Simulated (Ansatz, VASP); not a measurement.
## One calculation of MgO, two programs

```
Mg O
1.0
     0.00000    2.13515    2.13515
     2.13515    0.00000    2.13515
     2.13515    2.13515    0.00000
Mg O
1 1
Direct
  0.00000 0.00000 0.00000
  0.50000 0.50000 0.50000
```

Alike in both runs: task relaxation of cell and atoms; functional LDA; k mesh 8 × 8 × 8; occupations gaussian, width 0.1 eV; no spin polarisation.

```csv
,VASP,Ansatz
version,VASP 6.6.1,Ansatz 0.2.0
potentials or method,"VASP PAW LDA potentials, release 64 (Mg_sv, O), cutoff 750 eV","scalar-relativistic, plane waves, PAW"
valence electrons in the cell,16,16
```

```csv
,VASP,Ansatz,Ansatz less VASP
"gap on the k mesh at the Fermi level, each at its own relaxed structure (eV)",5.03,5.03,+0.007
relaxed volume (Å³/atom),9.01,8.99,-0.017
relaxed cell length with the largest relative difference (Å),2.943,2.941,-0.0019
```

LDA's correlation is that of Perdew and Zunger in VASP and of Perdew and Wang (1992) in Ansatz.
